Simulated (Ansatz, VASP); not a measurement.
**One calculation of AgBr, two programs**

```
Ag Br
1.0
     0.00000    2.92120    2.92120
     2.92120    0.00000    2.92120
     2.92120    2.92120    0.00000
Ag Br
1 1
Direct
  0.00000 0.00000 0.00000
  0.50000 0.50000 0.50000
```

Alike in both runs: task single point; functional r2SCAN; k mesh 8 × 8 × 8; occupations gaussian, width 0.02 eV; no spin polarisation.

```csv
,VASP,Ansatz
version,VASP 6.6.1,Ansatz 0.2.0
potentials or method,"VASP PAW PBE potentials, release 64 (Ag, Br), cutoff 550 eV","scalar-relativistic, plane waves, PAW"
valence electrons in the cell,18,26
```

|  | VASP | Ansatz | Ansatz less VASP |
| --- | --- | --- | --- |
| gap on the k mesh at the Fermi level (eV) | 1.25 | 1.30 | +0.046 |
| least direct gap on the mesh (eV) | 3.08 | 3.10 | +0.016 |
| pressure (GPa) | -1.3 | -1.2 | +0.05 |

VASP's potentials were made for PBE, not for r2SCAN. VASP's potentials hold 18 valence electrons a cell and Ansatz's 26, so a difference there can come from the potentials and not from the codes.
